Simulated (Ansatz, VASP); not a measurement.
## Si4O7: VASP beside Ansatz

Contents of INCAR:

```
PREC = Accurate
ENCUT = 520
EDIFF = 1E-6
ISMEAR = 0
SIGMA = 0.05
LREAL = False
LASPH = True
NELM = 100
ALGO = Normal
ISIF = 2
LWAVE = False
LCHARG = False
GGA = PE
NBANDS = 40
```

KPOINTS

```
Automatic mesh
0
Gamma
  6 6 6
```

POSCAR

```
Si4O7
1.0
    0.0000000000      4.2357990674     -2.6899428419
    0.0000000000     -4.2357990674     -2.6899428419
   -4.2357990674      0.0000000000      2.6899428419
Si O
4 7
Direct
    0.2500000000      0.7500000000      0.5000000000
    0.7500000000      0.2500000000      0.5000000000
    0.0000000000      0.0000000000      1.0000000000
    0.5000000000      0.5000000000      1.0000000000
    1.0000000000      0.3069827092      0.3069827092
    0.5569827092      0.7500000000      0.8069827092
    0.0569827092      0.2500000000      0.8069827092
    0.0000000000      0.6930172908      0.6930172908
    0.4582660338      0.0965086454      0.5547746792
    0.9430172908      0.7500000000      0.1930172908
    0.4430172908      0.2500000000      0.1930172908
```

Input for Ansatz:

```yaml
crystal:
  lattice:
    - [0.0, 4.2357990674, -2.6899428419]
    - [0.0, -4.2357990674, -2.6899428419]
    - [-4.2357990674, 0.0, 2.6899428419]
  atoms:
    - { symbol: Si, position: [0.25, 0.75, 0.5] }
    - { symbol: Si, position: [0.75, 0.25, 0.5] }
    - { symbol: Si, position: [0.0, 0.0, 1.0] }
    - { symbol: Si, position: [0.5, 0.5, 1.0] }
    - { symbol: O, position: [1.0, 0.3069827092, 0.3069827092] }
    - { symbol: O, position: [0.5569827092, 0.75, 0.8069827092] }
    - { symbol: O, position: [0.0569827092, 0.25, 0.8069827092] }
    - { symbol: O, position: [0.0, 0.6930172908, 0.6930172908] }
    - { symbol: O, position: [0.4582660338, 0.0965086454, 0.5547746792] }
    - { symbol: O, position: [0.9430172908, 0.75, 0.1930172908] }
    - { symbol: O, position: [0.4430172908, 0.25, 0.1930172908] }
basis:
  ecutwfc: 420
kpoints:
  mp_grid: { grid: [6, 6, 6] }
hamiltonian:
  xc: pbe
  pseudopotentials: { kind: paw, azcp: { folder: soft_1 } }
scf:
  occupations: { method: gaussian, width: 0.05 }
output:
  forces: true
  stress: true
  eigenvalues: true
  write_density: true
  write_potential: true
  elf: true
  volumetric_format: npy
```

Change from the starting cell: O vacancy; atom 9 moved 0.250 of the way to it and -0.250 Å across, host rigid.

Alike in both runs: task single point; functional PBE; k mesh 6 × 6 × 6; occupations gaussian, width 0.05 eV; no spin polarisation.

```csv
,VASP,Ansatz
version,VASP 6.6.1,Ansatz 0.2.0
potentials or method,"VASP PAW PBE potentials, release 64 (Si, O), cutoff 520 eV","scalar-relativistic, plane waves, PAW"
valence electrons in the cell,58,58
```

```tsv
	VASP	Ansatz	Ansatz less VASP
gap on the k mesh at the Fermi level (eV)	0.99	1.00	+0.002
least direct gap on the mesh (eV)	1.49	1.49	+0.001
pressure (GPa)	17.8	17.6	-0.19
traceless stress, the component that is largest in VASP (GPa)	18.96	18.43	-0.527
rms of the force components (eV/Å)	2.956	2.961	+0.0049
```

Atom by atom the forces differ by 0.013 eV/Å (rms over components).
